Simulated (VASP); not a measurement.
# AlNi3 (Pm-3m) in VASP: notebook, part 2 of 2

VASP 6.6.1.

## Step 3: Single point, PBE, collinear spin, ferromagnetic start

The input, INCAR:

```
PREC = Accurate
ENCUT = 690
EDIFF = 1E-6
ISMEAR = -1
SIGMA = 0.05
LREAL = F
LASPH = T
NELM = 200
ALGO = Normal
ISIF = 2
LWAVE = F
LCHARG = F
ISPIN = 2
MAGMOM = 1.26667 1.26667 1.26667 0
LORBIT = 11
NUPDOWN = 3.8
LMAXMIX = 4
GGA = PE
NBANDS = 40
GGA_COMPAT = F
```

The input, KPOINTS:

```
regular mesh
0
Gamma
  6 6 6
```

The input, POSCAR:

```
AlNi3
1.0
    3.5230547267      0.0000000000      0.0000000000
    0.0000000000      3.5230547267      0.0000000000
    0.0000000000      0.0000000000      3.5230547267
Ni Al
3 1
Direct
    0.5000000000      0.5000000000      0.0000000000
    0.5000000000      0.0000000000      0.5000000000
    0.0000000000      0.5000000000      0.5000000000
    0.0000000000      0.0000000000      0.0000000000
```

Potentials or basis: VASP PAW PBE potentials, release 64 (Ni_sv_GW, Al).

Command:

```sh
$ cat potpaw_PBE.64/Ni_sv_GW/POTCAR potpaw_PBE.64/Al/POTCAR > POTCAR
$ mpirun -np 1 vasp_std > vasp.out
```

OUTCAR:

```text
PREC = Accurate
   ENCUT = 690
   EDIFF = 1E-6
   ISMEAR = -1
   LREAL = F
   LASPH = T
   NELM = 200
   ISIF = 2
   ISPIN = 2
   LORBIT = 11
   NUPDOWN = 3.8
   GGA = PE

 ion  position               nearest neighbor table
   1  0.500  0.500  0.000-   2 2.49   3 2.49   4 2.49   2 2.49   3 2.49   2 2.49   4 2.49   2 2.49
                             3 2.49   4 2.49   3 2.49   4 2.49
   2  0.500  0.000  0.500-   1 2.49   3 2.49   4 2.49   1 2.49   4 2.49   1 2.49   3 2.49   1 2.49
                             3 2.49   4 2.49   4 2.49   3 2.49
   3  0.000  0.500  0.500-   1 2.49   2 2.49   4 2.49   1 2.49   4 2.49   2 2.49   4 2.49   4 2.49
                             1 2.49   2 2.49   1 2.49   2 2.49
   4  0.000  0.000  0.000-   1 2.49   2 2.49   3 2.49   2 2.49   3 2.49   1 2.49   3 2.49   3 2.49
                             1 2.49   2 2.49   2 2.49   1 2.49

  LATTYP: Found a simple cubic cell.
 ALAT       =     3.5230547267

  Lattice vectors:

 A1 = (   3.5230547267,   0.0000000000,   0.0000000000)
 A2 = (   0.0000000000,   3.5230547267,   0.0000000000)
 A3 = (   0.0000000000,   0.0000000000,   3.5230547267)

Analysis of symmetry for initial positions (statically):
=====================================================================
 Subroutine PRICEL returns:
 Original cell was already a primitive cell.

 Routine SETGRP: Setting up the symmetry group for a
 simple cubic supercell.

 Subroutine GETGRP returns: Found 48 space group operations
 (whereof 48 operations were pure point group operations)
 out of a pool of 48 trial point group operations.

The static configuration has the point symmetry O_h .

Analysis of symmetry for dynamics (positions and initial velocities):
=====================================================================
 Subroutine PRICEL returns:
 Original cell was already a primitive cell.

 Routine SETGRP: Setting up the symmetry group for a
 simple cubic supercell.

 Subroutine GETGRP returns: Found 48 space group operations
 (whereof 48 operations were pure point group operations)
 out of a pool of 48 trial point group operations.

The dynamic configuration has the point symmetry O_h .

Analysis of structural, dynamic, and magnetic symmetry:
=====================================================================
 Subroutine PRICEL returns:
 Original cell was already a primitive cell.

 Routine SETGRP: Setting up the symmetry group for a
 simple cubic supercell.

 Subroutine GETGRP returns: Found 48 space group operations
 (whereof 48 operations were pure point group operations)
 out of a pool of 48 trial point group operations.

The overall configuration has the point symmetry O_h .

 Subroutine INISYM returns: Found 48 space group operations
 (whereof 48 operations are pure point group operations),
 and found     1 'primitive' translations

----------------------------------------------------------------------------------------

                                     Primitive cell

  volume of cell :      43.7279
[... 83 lines left out ...]
   LNONCOLLINEAR =      F non collinear calculations
   LSORBIT =      F    spin-orbit coupling
   LASPH  =      T    aspherical Exc in radial PAW
   ENCUT  =  690.0 eV  50.71 Ry    7.12 a.u.   7.55  7.55  7.55*2*pi/ulx,y,z
   NELM   =    200;   NELMIN=  2; NELMDL= -5     # of ELM steps
   EDIFF  = 0.1E-05   stopping-criterion for ELM
   LREAL  =      F    real-space projection
   EDIFFG = 0.1E-04   stopping-criterion for IOM
   NSW    =      0    number of steps for IOM
   IBRION =     -1    ionic relax: 0-MD 1-quasi-New 2-CG
   NFREE  =      0    steps in history (QN), initial steepest desc. (CG)
   ISIF   =      2    stress and relaxation
   ISYM   =      2    0-nonsym 1-usesym 2-fastsym
   POTIM  = 0.5000    time-step for ionic-motion
   TEBEG  =    0.0;   TEEND  =   0.0 temperature during run
   PSTRESS=    0.0 pullay stress
   NELECT =      57.0000    total number of electrons
   NUPDOWN=       3.8000    fix difference up-down
   EMIN   =  10.00;   EMAX   =-10.00  energy-range for DOS
   EFERMI =   0.00;   METHOD = LEGACY
   ISMEAR =    -1;   SIGMA  =   0.05  broadening in eV -4-tet -1-fermi 0-gaus
   EFERMI_NEDOS =   21; number of points for ismear=-14 and -15
   IALGO  =     38    algorithm
   IMIX   =      4    mixing-type and parameters
     AMIX     =   0.40;   BMIX     =  1.00
     AMIX_MAG =   1.60;   BMIX_MAG =  1.00
  volume/ion in A,a.u.               =      10.93        73.77
  Fermi-wavevector in a.u.,A,eV,Ry     =   1.788328  3.379449 43.513001  3.198115
  Thomas-Fermi vector in A             =   2.851527
   LORBIT       =     11    0 simple, 1 ext, 2 COOP (PROOUT), +10 PAW based schemes
   GGA     = PE    functional components
   LHFCALC =     F    Hartree Fock is set to
   AEXX    =    0.0000 exact exchange contribution
   IVDW    =     0    specifies the selected vdW correction
   LEPSILON=     F    determine dielectric tensor
   LRPA    =     F    only Hartree local field effects (RPA)
 spin polarized calculation
  energy-cutoff  :      690.00
  volume of cell :       43.73
 maximum number of plane-waves:      1856
   NGX = 15   NGY = 15   NGZ = 15

 number of electron      56.9999879 magnetization       3.7999990

 Free energy of the ion-electron system (eV)
  ---------------------------------------------------
  ext. energy  EPLUGINS =         0.00000000
  ---------------------------------------------------
  free energy    TOTEN  =       -22.72368811 eV

  energy without entropy =      -22.68398089  energy(sigma->0) =      -22.70383450

 E-fermi :   8.2850     XC(G=0): -13.3426

 val. band max:       10.6346168142   @ k =   0.3333   0.1667   0.1667
 cond. band min:       8.2875464526   @ k =   0.3333   0.0000   0.0000
 fundamental gap:     -2.3470703617
 Fermi energy:        10.7733731717

 spin component 1

 k-point     1 :       0.0000    0.0000    0.0000
  band No.  band energies     occupation
      1     -95.3377      1.00000
      2     -95.3051      1.00000
      3     -95.3051      1.00000
      4     -55.7721      1.00000
      5     -55.7721      1.00000
      6     -55.7721      1.00000
[... 849 lines left out ...]
     39      28.9451      0.00000
     40      28.9704      0.00000
 Fermi energy:         8.2850475207

 spin component 2

 k-point     1 :       0.0000    0.0000    0.0000
  band No.  band energies     occupation
      1     -94.0650      1.00000
      2     -94.0312      1.00000
      3     -94.0312      1.00000
      4     -54.5242      1.00000
      5     -54.5242      1.00000
      6     -54.5242      1.00000
[... 849 lines left out ...]
     39      29.3259      0.00000
     40      29.4946      0.00000

------------------------ aborting loop because EDIFF is reached ----------------------------------------

  FORCE on cell =-STRESS in cart. coord.  units (eV):
  Direction    XX          YY          ZZ          XY          YZ          ZX
  --------------------------------------------------------------------------------------
  -------------------------------------------------------------------------------------
  Total        4.8039882      4.8039882      4.8039882      0.0000000      0.0000000      0.0000000
  in kB      176.0168917    176.0168917    176.0168917      0.0000000      0.0000000      0.0000000
  external PRESSURE =     176.0168917 kB  Pullay stress =       0.0000000 kB

 VOLUME and BASIS-vectors are now :
 -----------------------------------------------------------------------------
  energy-cutoff  :      690.00
  volume of cell :       43.73
      direct lattice vectors                 reciprocal lattice vectors
     3.523054727  0.000000000  0.000000000     0.283844583  0.000000000  0.000000000
     0.000000000  3.523054727  0.000000000     0.000000000  0.283844583  0.000000000
     0.000000000  0.000000000  3.523054727     0.000000000  0.000000000  0.283844583

 POSITION                                       TOTAL-FORCE (eV/Angst)
 -----------------------------------------------------------------------------------
      1.76153      1.76153      0.00000         0.000000      0.000000      0.000000
      1.76153      0.00000      1.76153         0.000000      0.000000      0.000000
      0.00000      1.76153      1.76153         0.000000      0.000000      0.000000
      0.00000      0.00000      0.00000         0.000000      0.000000      0.000000
 -----------------------------------------------------------------------------------
    total drift:                                0.000000      0.000000     -0.000000

  FREE ENERGIE OF THE ION-ELECTRON SYSTEM (eV)
  ---------------------------------------------------
  free  energy   TOTEN  =       -22.7236881089 eV

  energy  without entropy=      -22.6839808889  energy(sigma->0) =      -22.70383450

 total charge

# of ion       s       p       d       f       tot
--------------------------------------------------
    1        2.255   6.357   7.772   0.004  16.389
    2        2.255   6.357   7.772   0.004  16.389
    3        2.255   6.357   7.772   0.004  16.389
    4        0.400   0.451   0.000   0.000   0.851
--------------------------------------------------
tot          7.166  19.523  23.317   0.012  50.018

 magnetization (x)

# of ion       s       p       d       f       tot
--------------------------------------------------
    1        0.016   0.070   1.017   0.000   1.103
    2        0.016   0.070   1.017   0.000   1.103
    3        0.016   0.070   1.017   0.000   1.103
    4        0.025   0.075   0.000   0.000   0.100
--------------------------------------------------
tot          0.072   0.286   3.051   0.001   3.410
```

It took 94 s on 1 thread of Intel Xeon 6975P-C (Granite Rapids), shared host; peak memory 0.25 GiB.

What came out:

* Free energy: -22.7237 eV
* Pressure: 17.6 GPa
* Net moment: 3.80 μB per cell
* Site moments: Ni +1.10; Al +0.10 μB
* Valence electrons inside the program's atomic spheres: Ni 16.39; Al 0.85

Caveat: the cell stands under pressure; the total moment is fixed, so each spin has its own Fermi level and the state may be an excited one.

## Step 4: Single point, PBE, collinear spin, ferromagnetic start

The input, INCAR:

```
SYSTEM = AlNi3
PREC = Accurate ; ENCUT = 690
EDIFF = 1E-6 ; ISMEAR = -1
SIGMA = 0.05 ; LREAL = .FALSE.
LASPH = .TRUE. ; NELM = 200
ALGO = Normal ; ISIF = 2
LWAVE = .FALSE. ; LCHARG = .FALSE.
ISPIN = 2 ; MAGMOM = 2 2 2 0
LORBIT = 11 ; NUPDOWN = 6.0
LMAXMIX = 4 ; GGA = PE
NBANDS = 40 ; GGA_COMPAT = .FALSE.
```

The input, KPOINTS:

```
Automatic mesh
0
G
  6 6 6
  0 0 0
```

POSCAR is that of step 3.

Command:

```sh
$ cat potpaw_PBE.64/Ni_sv_GW/POTCAR potpaw_PBE.64/Al/POTCAR > POTCAR
$ mpirun -np 1 vasp_std > vasp.out
```

Wall time 89 s (1 thread of Intel Xeon 6975P-C (Granite Rapids), shared host); peak memory 0.25 GiB.

It converged, with:

- Free energy: -18.3014 eV
- Pressure: 36.2 GPa
- Net moment: 6.00 μB per cell
- Site moments: Ni +1.60; Al +0.22 μB
- Valence electrons inside the program's atomic spheres: Ni 16.35; Al 0.89

Caveat: the cell stands under pressure; the total moment is fixed, so each spin has its own Fermi level and the state may be an excited one.

## Step 5: Overview

| fixed moment (μB) | pressure (GPa) | moment (μB) |
| --- | --- | --- |
| 3.0 | 13.5 | 3.00 |
| 3.8 | 17.6 | 3.80 |
| 6.0 | 36.2 | 6.00 |

Alike in all rows: task single point; level PBE; potentials or basis VASP PAW PBE potentials, release 64 (Ni_sv_GW, Al); spin collinear, ferromagnetic start; cell as given; k mesh 6 × 6 × 6; cutoff (eV) 690; smearing fermi-dirac 0.05 eV.

Caveats: the cell stands under pressure; the total moment is fixed, so each spin has its own Fermi level and the state may be an excited one.

Total energies depend on the potentials used, so only differences within one code and one set of settings carry meaning.
